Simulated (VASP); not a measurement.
Crystal: Mg4S.

```
Mg S
1.0
     4.84815    0.00000    0.00000
    -2.42408    4.19862    0.00000
     0.00000    0.00000    5.11714
Mg S
4 1
Cartesian
  0.0000 2.7991 2.5586
  2.4241 1.3995 2.5586
  0.0000 2.7991 0.0000
  2.4241 1.3995 0.0000
  0.0000 0.0000 0.0000
```

| Quantity | Value |
| --- | --- |
| Program | VASP 6.6.1 |
| Task | relaxation of cell and atoms |
| Functional | PBE |
| Potentials or basis | VASP PAW PBE potentials, release 64 (Mg, S) |
| Cutoff | 600 eV |
| k mesh | 6 × 6 × 4 |
| Occupations | gaussian, width 0.1 eV |
| Spin | no spin polarisation |

At the start: pressure 10.3 GPa; volume 20.83 Å³/atom.

How do energy, volume and symmetry change on relaxing?

Over 7 steps the energy falls by 223.7 meV/atom and the volume is 26.57 Å³/atom (+27.5 %); space group P6/mmm (No. 191, to 0.05 Å).

The path:
| step | energy change (eV) | largest force (eV/Å) | pressure (GPa) | volume (Å³) |
| --- | --- | --- | --- | --- |
| 1 | 0.0000 | 0.0000 | 10.32 | 104.16 |
| 2 | -1.0576 | 0.0000 | 1.54 | 125.36 |
| 3 | -1.1087 | 0.0000 | 0.38 | 130.58 |
| 4 | -1.0798 | 0.0000 | -1.35 | 141.33 |
| 5 | -1.1162 | 0.0000 | -0.29 | 134.21 |
| 6 | -1.1163 | 0.0000 | -0.18 | 133.57 |
| 7 | -1.1183 | 0.0000 | 0.00 | 132.84 |

Final structure:
```
Mg S
1.0
     5.03596    0.00000    0.00000
    -2.51798    4.36126    0.00000
     0.00000    0.00000    6.04840
Mg S
4 1
Direct
  0.33333 0.66667 0.50000
  0.66667 0.33333 0.50000
  0.33333 0.66667 0.00000
  0.66667 0.33333 0.00000
  0.00000 0.00000 0.00000
```

Caveat: the volume moved by over 15 % at a fixed basis, so the end points are rough.
